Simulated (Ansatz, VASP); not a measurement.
**One calculation of C, two programs**

Contents of INCAR:

```
  PREC = Accurate
  ENCUT = 600
  EDIFF = 1E-6
  ISMEAR = -1
  SIGMA = 0.1
  LREAL = False
  LASPH = True
  NELM = 120
  ALGO = Normal
  ISIF = 2
  LWAVE = False
  LCHARG = True
  GGA = PE
  LELF = True
  LVHAR = True
  NBANDS = 11
  GGA_COMPAT = False
```

Contents of KPOINTS:

```
regular mesh
0
Gamma
  14 14 14
```

Contents of POSCAR:

```
C
1.0
    0.0000000000      1.7833900000      1.7833900000
    1.7833900000      0.0000000000      1.7833900000
    1.7833900000      1.7833900000      0.0000000000
C
2
Direct
    0.5000000000      0.5000000000      0.5000000000
    0.7500000000      0.7500000000      0.7500000000
```

Input for Ansatz:

```yaml
crystal:
  lattice:
    - [0.0, 1.78339, 1.78339]
    - [1.78339, 0.0, 1.78339]
    - [1.78339, 1.78339, 0.0]
  atoms:
    - { symbol: C, position: [0.5, 0.5, 0.5] }
    - { symbol: C, position: [0.75, 0.75, 0.75] }
hamiltonian:
  xc: pbe
  pseudopotentials: { kind: paw }
basis:
  ecutwfc: 420
kpoints:
  mp_grid: { grid: [14, 14, 14] }
scf:
  occupations: { method: fermi_dirac, width: 0.1 }
  lower_state_search: "off"
  algorithm: density_mixing
  max_iter: 60
  mixing: { algorithm: anderson, ndim: 1, beta: 0.3, preconditioner: none }
output:
  forces: true
  stress: true
```

Alike in both runs: task single point; functional PBE; k mesh 14 × 14 × 14; occupations fermi-dirac, width 0.1 eV; no spin polarisation.

|  | VASP | Ansatz |
| --- | --- | --- |
| version | VASP 6.6.1 | Ansatz 0.2.0 |
| potentials or method | VASP PAW PBE potentials, release 64 (C), cutoff 600 eV | PAW, plane waves, scalar-relativistic |
| valence electrons in the cell | 8 | 8 |

```tsv
	VASP	Ansatz	Ansatz less VASP
pressure (GPa)	1.8	1.8	-0.01
```

The functional is the same, so the differences come from potentials, cutoffs and numerics.
